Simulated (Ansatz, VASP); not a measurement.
InAs: VASP beside Ansatz

```xyz
2
Lattice="0.0000 2.7315 2.8034 2.7315 0.0000 2.8034 2.7315 2.7315 0.0000" Properties=species:S:1:pos:R:3 pbc="T T T"
In    2.7315    2.7315    2.8034
As    0.0000    0.0000    0.0000
```

Change from the starting cell: strain -0.050 along x and y, -0.025 along z, atoms carried along.

Alike in both runs: task single point; functional PBE; k mesh 18 × 18 × 18; occupations gaussian, width 0.15 eV; no spin polarisation.

|  | VASP | Ansatz |
| --- | --- | --- |
| version | VASP 6.6.1 | Ansatz 0.2.0 |
| potentials or method | VASP PAW PBE potentials, release 64 (In_d, As), cutoff 520 eV | scalar-relativistic, plane waves, PAW |
| valence electrons in the cell | 18 | 28 |

Ansatz gave:

| Property | Result |
| --- | --- |
| gap on the k mesh at the Fermi level (eV) | none |
| pressure (GPa) | 10.8 |
| traceless stress, the component that is largest in VASP (GPa) | -2.94 |

Task: Which values does VASP return?

Result: gap on the k mesh at the Fermi level (eV): none; pressure (GPa): 10.9; traceless stress, the component that is largest in VASP (GPa): -2.96.

A gap of «none» marks a metal or a gap that the smearing closes. VASP's potentials hold 18 valence electrons a cell and Ansatz's 28, so a difference there can come from the potentials and not from the codes.
